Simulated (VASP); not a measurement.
# CuO (C2/c) in VASP: single point with LDA

Aim: the single point of CuO with LDA.

Everything below comes from runs of VASP 6.6.1. Logs are shortened: lines on timing, memory, paths and dates and some standing lists are left out, and cuts for length are marked.

## 1. The cell of the first run

Symmetry: C2/c, No. 15, monoclinic system. Conventional cell: a = 4.684 Å, b = 3.423 Å, c = 5.129 Å, α = 90.00°, β = 99.54°, γ = 90.00°. Within 2.6 Å of Cu (site symmetry -1) lie 4 O at 1.95 to 1.96 Å. O (site symmetry 2) has 6 Cu at 1.95 to 2.78 Å and 6 O at 2.62 to 2.90 Å within 3.0 Å.

## 2. Single point, LDA

The input, POSCAR:

```
CuO
1.0
    2.3418500000     -1.7113000000      0.0000000000
    2.3418500000      1.7113000000      0.0000000000
   -0.8500274268      0.0000000000      5.0578693947
Cu O
2 2
Direct
    0.5000000000      0.0000000000      0.5000000000
    0.0000000000      0.5000000000      0.0000000000
    0.4184000000      0.5816000000      0.7500000000
    0.5816000000      0.4184000000      0.2500000000
```

The input, INCAR.step1:

```
ALGO = Normal
EDIFF = 1E-6
ENCUT = 520
ISIF = 2
ISMEAR = -1
LASPH = T
LCHARG = T
LMAXMIX = 4
LREAL = F
LWAVE = F
NBANDS = 25
NELM = 60
PREC = Accurate
SIGMA = 0.05
```

The input, KPOINTS.step1:

```
k-points
0
Gamma
  10 10 5
```

The input, INCAR.step2:

```
ALGO = Normal
EDIFF = 1E-6
ENCUT = 520
ICHARG = 11
ISIF = 2
ISMEAR = -5
LASPH = T
LCHARG = F
LMAXMIX = 4
LORBIT = 10
LREAL = F
LWAVE = F
NEDOS = 1001
NELM = 60
PREC = Accurate
SIGMA = 0.05
```

The input, KPOINTS.step2:

```
k-points
0
Gamma
  15 15 8
```

Potentials or basis: VASP PAW LDA potentials, release 64 (Cu, O).

Launch:

```
> cat potpaw_LDA.64/Cu/POTCAR potpaw_LDA.64/O/POTCAR > POTCAR
> cp INCAR.step1 INCAR
> cp KPOINTS.step1 KPOINTS
> mpirun -np 1 vasp_std > vasp.out
> cp INCAR.step2 INCAR
> cp KPOINTS.step2 KPOINTS
> mpirun -np 1 vasp_std > vasp.out
```

OUTCAR:

```text
EDIFF = 1E-6
   ENCUT = 520
   ICHARG = 11
   ISIF = 2
   ISMEAR = -5
   LASPH = T
   LORBIT = 10
   LREAL = F
   NELM = 60
   PREC = Accurate

 ion  position               nearest neighbor table
   1  0.500  0.000  0.500-   3 1.95   4 1.95   4 1.96   3 1.96
   2  0.000  0.500  0.000-   4 1.95   3 1.95   4 1.96   3 1.96
   3  0.418  0.582  0.750-   2 1.95   1 1.95   2 1.96   1 1.96
   4  0.582  0.418  0.250-   1 1.95   2 1.95   2 1.96   1 1.96

  LATTYP: Found a base centered monoclinic cell.
 ALAT       =     4.6837000000
 B/A-ratio  =     0.7307470589
 C/A-ratio  =     1.0950317057
 COS(beta)  =    -0.1657361228

  Lattice vectors:

 A1 = (   2.3418500000,  -1.7113000000,   0.0000000000)
 A2 = (   2.3418500000,   1.7113000000,   0.0000000000)
 A3 = (  -0.8500274268,   0.0000000000,   5.0578693947)

Analysis of symmetry for initial positions (statically):
=====================================================================
 Subroutine PRICEL returns:
 Original cell was already a primitive cell.

 Routine SETGRP: Setting up the symmetry group for a
 base centered monoclinic supercell.

 Subroutine GETGRP returns: Found  4 space group operations
 (whereof  2 operations were pure point group operations)
 out of a pool of  4 trial point group operations.

The static configuration has the point symmetry S_2 .
 The point group associated with its full space group is C_2h.

Analysis of symmetry for dynamics (positions and initial velocities):
=====================================================================
 Subroutine PRICEL returns:
 Original cell was already a primitive cell.

 Routine SETGRP: Setting up the symmetry group for a
 base centered monoclinic supercell.

 Subroutine GETGRP returns: Found  4 space group operations
 (whereof  2 operations were pure point group operations)
 out of a pool of  4 trial point group operations.

The dynamic configuration has the point symmetry S_2 .
 The point group associated with its full space group is C_2h.

 Subroutine INISYM returns: Found  4 space group operations
 (whereof  2 operations are pure point group operations),
 and found     1 'primitive' translations

----------------------------------------------------------------------------------------

[... 104 lines left out ...]
   ISIF   =      2    stress and relaxation
   ISYM   =      2    0-nonsym 1-usesym 2-fastsym
   POTIM  = 0.5000    time-step for ionic-motion
   TEBEG  =    0.0;   TEEND  =   0.0 temperature during run
   PSTRESS=    0.0 pullay stress
   NELECT =      34.0000    total number of electrons
   NUPDOWN=      -1.0000    fix difference up-down
   EMIN   =  10.00;   EMAX   =-10.00  energy-range for DOS
   EFERMI =   0.00;   METHOD = LEGACY
   ISMEAR =    -5;   SIGMA  =   0.05  broadening in eV -4-tet -1-fermi 0-gaus
   EFERMI_NEDOS =   21; number of points for ismear=-14 and -15
   IALGO  =     38    algorithm
   IMIX   =      4    mixing-type and parameters
     AMIX     =   0.40;   BMIX     =  1.00
     AMIX_MAG =   1.60;   BMIX_MAG =  1.00
  volume/ion in A,a.u.               =      10.13        68.39
  Fermi-wavevector in a.u.,A,eV,Ry     =   1.543856  2.917465 32.429379  2.383492
  Thomas-Fermi vector in A             =   2.649460
   LORBIT       =     10    0 simple, 1 ext, 2 COOP (PROOUT), +10 PAW based schemes
   GGA     = CA    functional components
   LHFCALC =     F    Hartree Fock is set to
   AEXX    =    0.0000 exact exchange contribution
   IVDW    =     0    specifies the selected vdW correction
   LEPSILON=     F    determine dielectric tensor
   LRPA    =     F    only Hartree local field effects (RPA)
 non-spin polarized calculation
 Fermi weights with tetrahedron method with Bloechl corrections
  energy-cutoff  :      520.00
  volume of cell :       40.54
 maximum number of plane-waves:      1129
 NGX is ok and might be reduce to    24

 number of electron      34.0000001 magnetization

 Free energy of the ion-electron system (eV)
  ---------------------------------------------------
  ext. energy  EPLUGINS =         0.00000000
  ---------------------------------------------------
  free energy    TOTEN  =       -23.14744027 eV

  energy without entropy =      -23.14744027  energy(sigma->0) =      -23.14744027

 E-fermi :   5.3775     XC(G=0): -12.4347

 val. band max:        5.4410489733   @ k =   0.3333   0.0667   0.0000
 cond. band min:       5.3217312798   @ k =   0.3333   0.2000   0.2500
 fundamental gap:     -0.1193176935
 Fermi energy:         5.3775122718

 k-point     1 :       0.0000    0.0000    0.0000
  band No.  band energies     occupation
      1     -14.2393      2.00000
      2     -12.8438      2.00000
      3      -2.8190      2.00000
      4      -0.2135      2.00000
      5       0.1944      2.00000
      6       2.0455      2.00000
[... 565 lines left out ...]
     20      12.5784      0.00000
     21      13.0079      0.00000

 [... further k-points ...]

------------------------ aborting loop because EDIFF is reached ----------------------------------------

  FORCE on cell =-STRESS in cart. coord.  units (eV):
  Direction    XX          YY          ZZ          XY          YZ          ZX
  --------------------------------------------------------------------------------------
  -------------------------------------------------------------------------------------
  Total       -2.4158527     -1.2906104     -2.8796295      0.0000000      0.0000000      0.0579699
  in kB      -95.4768758    -51.0061924   -113.8057923      0.0000000      0.0000000      2.2910272
  external PRESSURE =     -86.7629535 kB  Pullay stress =       0.0000000 kB

 VOLUME and BASIS-vectors are now :
 -----------------------------------------------------------------------------
  energy-cutoff  :      520.00
  volume of cell :       40.54
      direct lattice vectors                 reciprocal lattice vectors
     2.341850000 -1.711300000  0.000000000     0.213506416 -0.292175539  0.035881968
     2.341850000  1.711300000  0.000000000     0.213506416  0.292175539  0.035881968
    -0.850027427  0.000000000  5.057869395     0.000000000  0.000000000  0.197711709

 POSITION                                       TOTAL-FORCE (eV/Angst)
 -----------------------------------------------------------------------------------
      0.74591     -0.85565      2.52893         0.000000      0.000000      0.000000
      1.17092      0.85565      0.00000         0.000000      0.000000      0.000000
      1.70433      0.27928      3.79340        -0.000000     -0.424831      0.000000
      2.12934     -0.27928      1.26447        -0.000000      0.424831      0.000000
 -----------------------------------------------------------------------------------
    total drift:                                0.000000     -0.000000     -0.000000

  FREE ENERGIE OF THE ION-ELECTRON SYSTEM (eV)
  ---------------------------------------------------
  free  energy   TOTEN  =       -23.1474402693 eV

  energy  without entropy=      -23.1474402693  energy(sigma->0) =      -23.14744027

 total charge

# of ion       s       p       d       tot
------------------------------------------
    1        0.386   0.395   9.145   9.926
    2        0.386   0.395   9.145   9.926
    3        1.564   3.357   0.000   4.922
    4        1.564   3.357   0.000   4.922
--------------------------------------------------
tot          3.902   7.504  18.289  29.695
```

OSZICAR.step1:

```text
N       E                     dE             d eps       ncg     rms          rms(c)
DAV:   1     0.289180959513E+03    0.28918E+03   -0.16263E+04  7530   0.219E+03
DAV:   2     0.700841557258E+01   -0.28217E+03   -0.26007E+03  7205   0.396E+02
DAV:   3    -0.279209826383E+02   -0.34929E+02   -0.32942E+02  8778   0.155E+02
DAV:   4    -0.291114418581E+02   -0.11905E+01   -0.11840E+01  9002   0.307E+01
DAV:   5    -0.291319022106E+02   -0.20460E-01   -0.20452E-01  9296   0.354E+00    0.173E+01
DAV:   6    -0.267668930791E+02    0.23650E+01   -0.36152E+01 10121   0.157E+02    0.134E+01
DAV:   7    -0.231118020931E+02    0.36551E+01   -0.10168E+01  8565   0.118E+02    0.252E+00
DAV:   8    -0.232116521104E+02   -0.99850E-01   -0.15554E+00  7458   0.838E+00    0.159E+00
DAV:   9    -0.231604459497E+02    0.51206E-01   -0.51164E-02 12198   0.638E+00    0.489E-01
DAV:  10    -0.231566203371E+02    0.38256E-02   -0.10754E-02 10588   0.170E+00    0.315E-01
DAV:  11    -0.231554694831E+02    0.11509E-02   -0.60560E-03 10848   0.792E-01    0.419E-02
DAV:  12    -0.231554784049E+02   -0.89218E-05   -0.30464E-04  8897   0.183E-01    0.310E-02
DAV:  13    -0.231554765597E+02    0.18452E-05   -0.11115E-05 11256   0.834E-02    0.108E-02
DAV:  14    -0.231554748363E+02    0.17234E-05   -0.64574E-07  5135   0.279E-02    0.587E-03
DAV:  15    -0.231554745988E+02    0.23750E-06   -0.33003E-06  5907   0.158E-02
   1 F= -.23155475E+02 E0= -.23145797E+02  d E =-.193553E-01
```

Run time: 5.6 min. Hardware: 1 thread of AMD EPYC 7R13 (Zen 3), shared host; peak memory 0.42 GiB.

What came out:

```yaml
Valence_electrons_inside_the_program's_atomic_spheres: Cu 9.93; O 4.92
```

Levels at points of the mesh, in eV from the Fermi level:
```csv
k point,band 15,band 16,band 17,band 18,band 19,band 20
"(0.00, 0.00, 0.00)",-2.16,-1.64,0.23,0.95,1.75,5.98
"(0.00, 0.00, 0.50)",-1.49,-1.49,0.24,0.24,3.94,3.94
```

Caveat: semilocal functionals often make such compounds metallic where correlation or magnetic order opens a gap, which also shifts bond lengths.
